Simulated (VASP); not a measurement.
Write the native input for VASP 6.6.1 that does the following.

| Property | Result |
| --- | --- |
| Task | relaxation of cell and atoms |
| Functional | PBEsol |
| Potentials or basis | VASP PAW PBE potentials, release 64 (Ti_sv, N) |
| Cutoff | 600 eV |
| k mesh | 20 × 20 × 20 |
| Occupations | fermi-dirac, width 0.1 eV |
| Spin | no spin polarisation |
| Target pressure | 7 GPa |
| Dipole correction | no |
| Further INCAR settings | ALGO = Normal; EDIFF = 1e-06; IBRION = 2; EDIFFG = -0.002; NSW = 100; ISIF = 3 |

The structure of TiN lies in POSCAR:

```
TiN
1.0
    0.0000000000      2.1022534160      2.1022534160
    2.1022534160      0.0000000000      2.1022534160
    2.1022534160      2.1022534160      0.0000000000
Ti N
1 1
Direct
    0.0000000000      0.0000000000      0.0000000000
    0.5000000000      0.5000000000      0.5000000000
```

The input as run:

INCAR

```
SYSTEM = TiN
  PREC = Accurate
  ENCUT = 600
  EDIFF = 1E-6
  ISMEAR = -1
  SIGMA = 0.1
  LREAL = .FALSE.
  LASPH = .TRUE.
  NELM = 100
  ALGO = Normal
  ISIF = 3
  LWAVE = .FALSE.
  LCHARG = .FALSE.
  GGA = PS
  IBRION = 2
  NSW = 100
  EDIFFG = -0.002
  PSTRESS = 70.0
```

KPOINTS

```
Automatic mesh
0
G
  20 20 20
  0 0 0
```

Potentials or basis: VASP PAW PBE potentials, release 64 (Ti_sv, N).

Launch:

```bash
$ cat potpaw_PBE.64/Ti_sv/POTCAR potpaw_PBE.64/N/POTCAR > POTCAR
$ mpirun -np 1 vasp_std > vasp.out
```

Results of the run:

```json
{
 "Relaxed volume": "9.09 Å³/atom",
 "Relaxed cell": "a = 2.952 Å, b = 2.952 Å, c = 2.952 Å, α = 60.00°, β = 60.00°, γ = 60.00°",
 "Space group after relaxing (to 0.1 Å)": "Fm-3m (No. 225)",
 "Energy change on relaxing (the run minimises the enthalpy)": "+4.5 meV/atom",
 "Ionic steps": "4",
 "Pressure after relaxing": "7.0 GPa",
 "Band gap on the k mesh": "zero (an odd number of electrons rules out a gap without spin polarisation)"
}
```

Caveat: the cell is relaxed towards a set pressure, so the run minimises the enthalpy, not the energy; the PAW data sets were made with another functional, which shifts forces and pressure a little; an odd number of electrons without spin polarisation forces a metal; a magnetic or distorted state may lie lower.

Run time: 2.3 min on 1 thread of Intel(R) Xeon(R) Platinum 8259CL CPU @ 2.50GHz (Skylake/Cascade Lake) (shared host), peak memory 0.21 GiB.
